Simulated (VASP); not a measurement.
# Ag in VASP: notebook

Aim: see how the results for Ag move with the level of theory and the settings. Levels: PBEsol, PBE. Tasks: relaxation of cell and atoms, single point.

Everything below comes from runs of VASP 6.6.1. Logs are shortened: lines on timing, memory, paths and dates and some standing lists are left out, and cuts for length are marked.

**1. The cell of the first run**

Symmetry: P6_3/mmc, No. 194, hexagonal system. Conventional cell: a = 2.930 Å, b = 2.930 Å, c = 4.790 Å, α = 90.00°, β = 90.00°, γ = 120.00°. Within 3.9 Å of Ag (site symmetry -6m2) lie 12 Ag at 2.93 Å.

**2. Relaxation of cell and atoms, PBEsol, target pressure 20 GPa, at which the enthalpy is minimised**

File INCAR:

```
SYSTEM = Ag
PREC     = Accurate       ! precision mode
ENCUT    = 600            ! plane-wave cutoff, eV
EDIFF    = 1E-7           ! SCF threshold, eV
ISMEAR   = -1             ! smearing method
SIGMA    = 0.05           ! smearing width, eV
LREAL    = .FALSE.        ! projectors in reciprocal space
LASPH    = .TRUE.         ! aspherical terms in the spheres
NELM     = 60             ! most SCF steps
ALGO     = Normal         ! electronic algorithm
ISIF     = 3              ! what is computed and relaxed
LWAVE    = .FALSE.        ! write WAVECAR
LCHARG   = .FALSE.        ! write CHGCAR
GGA      = PS             ! functional
IBRION   = 2              ! ionic algorithm
NSW      = 80             ! ionic steps
EDIFFG   = -0.02          ! ionic threshold
PSTRESS  = 200.0
```

File KPOINTS:

```
regular mesh
0
G
  10 10 6
  0 0 0
```

File POSCAR:

```
Ag
1.0
    2.9300000000      0.0000000000      0.0000000000
   -1.4650000000      2.5374544331      0.0000000000
    0.0000000000      0.0000000000      4.7900000000
Ag
2
Direct
    0.6666666667      0.3333333333      0.7500000000
    0.3333333333      0.6666666667      0.2500000000
```

Potentials or basis: VASP PAW PBE potentials, release 64 (Ag).

Command:

```console
$ cat potpaw_PBE.64/Ag/POTCAR > POTCAR
$ mpirun -np 1 vasp_std > vasp.out
```

OUTCAR:

```text
SYSTEM = Ag
   PREC = Accurate
   ENCUT = 600
   EDIFF = 1E-7
   ISMEAR = -1
   LREAL = .FALSE.
   LASPH = .TRUE.
   NELM = 60
   ISIF = 3
   GGA = PS
   IBRION = 2
   NSW = 80
   EDIFFG = -0.02
   PSTRESS = 200.0

 ion  position               nearest neighbor table
   1  0.667  0.333  0.750-   2 2.93   2 2.93   2 2.93   2 2.93   2 2.93   2 2.93
   2  0.333  0.667  0.250-   1 2.93   1 2.93   1 2.93   1 2.93   1 2.93   1 2.93

  LATTYP: Found a hexagonal cell.
 ALAT       =     2.9300000000
 C/A-ratio  =     1.6348122867

  Lattice vectors:

 A1 = (   2.9300000000,   0.0000000000,   0.0000000000)
 A2 = (  -1.4650000000,   2.5374544331,   0.0000000000)
 A3 = (   0.0000000000,   0.0000000000,   4.7900000000)

Analysis of symmetry for initial positions (statically):
=====================================================================
 Subroutine PRICEL returns:
 Original cell was already a primitive cell.

 Routine SETGRP: Setting up the symmetry group for a
 hexagonal supercell.

 Subroutine GETGRP returns: Found 24 space group operations
 (whereof 12 operations were pure point group operations)
 out of a pool of 24 trial point group operations.

The static configuration has the point symmetry D_3d.
 The point group associated with its full space group is D_6h.

Analysis of symmetry for dynamics (positions and initial velocities):
=====================================================================
 Subroutine PRICEL returns:
 Original cell was already a primitive cell.

 Routine SETGRP: Setting up the symmetry group for a
 hexagonal supercell.

 Subroutine GETGRP returns: Found 24 space group operations
 (whereof 12 operations were pure point group operations)
 out of a pool of 24 trial point group operations.

The dynamic configuration has the point symmetry D_3d.
 The point group associated with its full space group is D_6h.

 Subroutine INISYM returns: Found 24 space group operations
 (whereof 12 operations are pure point group operations),
 and found     1 'primitive' translations

----------------------------------------------------------------------------------------

                                     Primitive cell

  volume of cell :      35.6124

  direct lattice vectors                    reciprocal lattice vectors
     2.930000000  0.000000000  0.000000000     0.341296928  0.197047873  0.000000000
    -1.465000000  2.537454433  0.000000000     0.000000000  0.394095747  0.000000000
     0.000000000  0.000000000  4.790000000     0.000000000  0.000000000  0.208768267

  length of vectors
     2.930000000  2.930000000  4.790000000     0.394095747  0.394095747  0.208768267

  position of ions in fractional coordinates (direct lattice)
     0.666666667  0.333333333  0.750000000
     0.333333333  0.666666667  0.250000000

  ion indices of the primitive-cell ions
   primitive index   ion index
                 1           1
                 2           2

----------------------------------------------------------------------------------------

 KPOINTS: regular mesh

Automatic generation of k-mesh.
 Grid dimensions read from file:
 generate k-points for:   10   10    6

 Generating k-lattice:

  Cartesian coordinates                     Fractional coordinates (reciprocal lattice)
     0.034129693  0.019704787  0.000000000     0.100000000  0.000000000  0.000000000
     0.000000000  0.039409575  0.000000000     0.000000000  0.100000000  0.000000000
     0.000000000  0.000000000  0.034794711     0.000000000  0.000000000  0.166666667

  Length of vectors
     0.039409575  0.039409575  0.034794711

  Shift w.r.t. Gamma in fractional coordinates (k-lattice)
     0.000000000  0.000000000  0.000000000

 Subroutine IBZKPT returns following result:
 ===========================================

 Found     56 irreducible k-points:

 Following reciprocal coordinates:
            Coordinates               Weight
  0.000000  0.000000  0.000000      1.000000
  0.100000  0.000000  0.000000      6.000000
  0.200000  0.000000  0.000000      6.000000
  0.300000  0.000000  0.000000      6.000000
  0.400000  0.000000  0.000000      6.000000
  0.500000  0.000000  0.000000      3.000000
[... 16 lines left out ...]
  0.300000  0.100000  0.166667     24.000000
  0.400000  0.100000  0.166667     24.000000
 [... further k-points ...]
   k-points           NKPTS =     56   k-points in BZ     NKDIM =     56   number of bands    NBANDS=     15
   number of dos      NEDOS =    301   number of ions     NIONS =      2
   total plane-waves  NPLWV =  23040
   dimension x,y,z NGX =    24 NGY =   24 NGZ =   40
   dimension x,y,z NGXF=    48 NGYF=   48 NGZF=   80
   ions per type =               2
   NGX,Y,Z   is equivalent  to a cutoff of  13.62, 13.62, 13.88 a.u.
   NGXF,Y,Z  is equivalent  to a cutoff of  27.23, 27.23, 27.77 a.u.
 SYSTEM =  Ag
   PREC   = accura    normal or accurate (medium, high low for compatibility)
   ISTART =      0    job   : 0-new  1-cont  2-samecut
   ICHARG =      2    charge: 1-file 2-atom 10-const
   ISPIN  =      1    spin polarized calculation?
   LNONCOLLINEAR =      F non collinear calculations
   LSORBIT =      F    spin-orbit coupling
   LASPH  =      T    aspherical Exc in radial PAW
   ENCUT  =  600.0 eV  44.10 Ry    6.64 a.u.   5.85  5.85  9.57*2*pi/ulx,y,z
   NELM   =     60;   NELMIN=  2; NELMDL= -5     # of ELM steps
   EDIFF  = 0.1E-06   stopping-criterion for ELM
   LREAL  =      F    real-space projection
   EDIFFG = -.2E-01   stopping-criterion for IOM
   NSW    =     80    number of steps for IOM
   IBRION =      2    ionic relax: 0-MD 1-quasi-New 2-CG
   NFREE  =      1    steps in history (QN), initial steepest desc. (CG)
   ISIF   =      3    stress and relaxation
   ISYM   =      2    0-nonsym 1-usesym 2-fastsym
   POTIM  = 0.5000    time-step for ionic-motion
   TEBEG  =    0.0;   TEEND  =   0.0 temperature during run
   PSTRESS=  200.0 pullay stress
   NELECT =      22.0000    total number of electrons
   NUPDOWN=      -1.0000    fix difference up-down
   EMIN   =  10.00;   EMAX   =-10.00  energy-range for DOS
   EFERMI =   0.00;   METHOD = LEGACY
   ISMEAR =    -1;   SIGMA  =   0.05  broadening in eV -4-tet -1-fermi 0-gaus
   EFERMI_NEDOS =   21; number of points for ismear=-14 and -15
   IALGO  =     38    algorithm
   IMIX   =      4    mixing-type and parameters
     AMIX     =   0.40;   BMIX     =  1.00
     AMIX_MAG =   1.60;   BMIX_MAG =  1.00
  volume/ion in A,a.u.               =      17.81       120.16
  Fermi-wavevector in a.u.,A,eV,Ry     =   1.394275  2.634799 26.449782  1.944004
  Thomas-Fermi vector in A             =   2.517840
   LORBIT       =      0    0 simple, 1 ext, 2 COOP (PROOUT), +10 PAW based schemes
   GGA     = PS    functional components
   LHFCALC =     F    Hartree Fock is set to
   AEXX    =    0.0000 exact exchange contribution
   IVDW    =     0    specifies the selected vdW correction
   LEPSILON=     F    determine dielectric tensor
   LRPA    =     F    only Hartree local field effects (RPA)
 conjugate gradient relaxation of ions
 non-spin polarized calculation
  energy-cutoff  :      600.00
  volume of cell :       35.61
 maximum number of plane-waves:      1204
 NGX is ok and might be reduce to    24
   NGX = 11   NGY = 11   NGZ = 19

--------------------------------------- Ionic step        1  -------------------------------------------

 number of electron      22.0000005 magnetization

 Free energy of the ion-electron system (eV)
  ---------------------------------------------------
  ext. energy  EPLUGINS =         0.00000000
  ---------------------------------------------------
  free energy    TOTEN  =        -6.55099035 eV

  energy without entropy =       -6.54544250  energy(sigma->0) =       -6.54821643

 E-fermi :   7.6132     XC(G=0): -12.1530

 val. band max:        7.4121554074   @ k =   0.3000   0.0000   0.3333
 cond. band min:       7.6542424201   @ k =   0.3000   0.2000   0.3333
 fundamental gap:      0.2420870126
 Fermi energy:         7.6132102714

 k-point     1 :       0.0000    0.0000    0.0000
  band No.  band energies     occupation
      1       0.1291      2.00000
      2       1.5209      2.00000
      3       3.0228      2.00000
      4       3.1194      2.00000
      5       3.1194      2.00000
      6       3.3408      2.00000
      7       3.3408      2.00000
      8       3.6706      2.00000
      9       3.6706      2.00000
     10       4.6161      2.00000
     11       4.6161      2.00000
     12       7.2964      1.99646
     13      10.9732      0.00000
     14      23.1432      0.00000
     15      24.9932      0.00000
[... 397 lines left out ...]
 k-point    24 :       0.4000    0.1000    0.1667
  band No.  band energies     occupation
      1       1.7223      2.00000
      2       1.8195      2.00000
      3       2.3860      2.00000
      4       2.7968      2.00000
      5       3.0535      2.00000
      6       3.6243      2.00000
      7       4.1183      2.00000
      8       4.5510      2.00000
      9       4.6688      2.00000
     10       4.7943      2.00000
     11       7.3873      1.97840
     12      10.0476      0.00000
     13      12.7582      0.00000
     14      14.7373      0.00000
     15      16.9438      0.00000

 [... further k-points ...]
[... 5 lines left out ...]
  --------------------------------------------------------------------------------------
  -------------------------------------------------------------------------------------
  Total       -1.3491235     -1.3491235     -1.4857798      0.0000000     -0.0000000      0.0000000
  in kB      -60.6961156    -60.6961156    -66.8441881      0.0000000     -0.0000000      0.0000000
  external PRESSURE =    -262.7454731 kB  Pullay stress =     200.0000000 kB
[... 175 lines left out ...]
  enthalpy is  TOTEN    =        -2.6961561853 eV   P V=        3.6921404698

--------------------------------------- Ionic step        6  -------------------------------------------

 number of electron      22.0000001 magnetization

 Free energy of the ion-electron system (eV)
  ---------------------------------------------------
  ext. energy  EPLUGINS =         0.00000000
  ---------------------------------------------------
  free energy    TOTEN  =        -6.38843043 eV

  energy without entropy =       -6.38245772  energy(sigma->0) =       -6.38544407

 E-fermi :  10.3337     XC(G=0): -13.2806

 val. band max:       10.3319946002   @ k =   0.5000   0.0000   0.1667
 cond. band min:      10.3814140867   @ k =   0.4000   0.1000   0.3333
 fundamental gap:      0.0494194865
 Fermi energy:        10.3336778770

 k-point     1 :       0.0000    0.0000    0.0000
  band No.  band energies     occupation
      1       1.4280      2.00000
      2       2.9885      2.00000
      3       5.0343      2.00000
      4       5.1353      2.00000
      5       5.1353      2.00000
      6       5.4539      2.00000
      7       5.4539      2.00000
      8       5.8864      2.00000
      9       5.8864      2.00000
     10       7.2073      2.00000
     11       7.2073      2.00000
     12       9.5295      2.00000
     13      14.8622      0.00000
     14      26.2877      0.00000
     15      28.4623      0.00000
[... 397 lines left out ...]
 k-point    24 :       0.4000    0.1000    0.1667
  band No.  band energies     occupation
      1       3.2157      2.00000
      2       3.3484      2.00000
      3       4.1094      2.00000
      4       4.6468      2.00000
      5       5.0213      2.00000
      6       5.8032      2.00000
      7       6.4146      2.00000
      8       7.1194      2.00000
      9       7.2818      2.00000
     10       7.4547      2.00000
     11      10.1190      1.97308
     12      13.1671      0.00000
     13      16.5182      0.00000
     14      18.5174      0.00000
     15      20.7213      0.00000

 [... further k-points ...]
[... 5 lines left out ...]
  --------------------------------------------------------------------------------------
  -------------------------------------------------------------------------------------
  Total        3.7020714      3.7020714      3.6764608      0.0000000      0.0000000     -0.0000000
  in kB      200.5374229    200.5374229    199.1501251      0.0000000      0.0000000     -0.0000000
  external PRESSURE =       0.0749903 kB  Pullay stress =     200.0000000 kB
[... 17 lines left out ...]
  FREE ENERGIE OF THE ION-ELECTRON SYSTEM (eV)
  ---------------------------------------------------
  free  energy   TOTEN  =        -6.3884304289 eV

  energy  without entropy=       -6.3824577160  energy(sigma->0) =       -6.38544407

  enthalpy is  TOTEN    =        -2.6962802776 eV   P V=        3.6921501513

 reached required accuracy - stopping structural energy minimisation
```

It took 71 s on 1 thread of AMD EPYC 9R45 (Zen 5), shared host; peak memory 0.16 GiB.

What came out:

- Free energy: -6.3884 eV
- Relaxed volume: 14.79 Å³/atom
- Relaxed cell: a = 2.758 Å, b = 2.758 Å, c = 4.490 Å, α = 90.00°, β = 90.00°, γ = 120.00°
- Space group after relaxing (to 0.05 Å): P6_3/mmc (No. 194)
- Energy change on relaxing (the enthalpy is what falls): +81.3 meV/atom
- Ionic steps: 6
- Pressure after relaxing: 20.0 GPa
- Band gap on the k mesh: zero (band 11 reaches 13.86 eV, above the bottom of band 12 at 6.81 eV)

The path:
| step | energy change (eV) | largest force (eV/Å) | pressure (GPa) | volume (Å³) |
| --- | --- | --- | --- | --- |
| 1 | 0.0000 | 0.0000 | -6.27 | 35.61 |
| 2 | 2.9768 | 0.0000 | 136.14 | 22.58 |
| 3 | 0.1174 | 0.0000 | 17.21 | 29.97 |
| 4 | 0.1455 | 0.0000 | 18.98 | 29.72 |
| 5 | 0.1627 | 0.0000 | 20.01 | 29.58 |
| 6 | 0.1626 | 0.0000 | 20.01 | 29.58 |

Final structure:
```yaml
crystal:
  lattice:
    - [2.75788, 0.00000, 0.00000]
    - [-1.37894, 2.38839, 0.00000]
    - [0.00000, 0.00000, 4.49034]
  atoms:
    - { symbol: Ag, position: [0.66667, 0.33333, 0.75000] }
    - { symbol: Ag, position: [0.33333, 0.66667, 0.25000] }
```

Caveat: the cell is relaxed towards a set pressure, so the enthalpy falls and the energy may rise; the volume moved by over 15 % at a fixed basis, so the end points are rough; the PAW data sets were made with another functional, which shifts forces and pressure a little.

(Continued in part 2 of 2.)
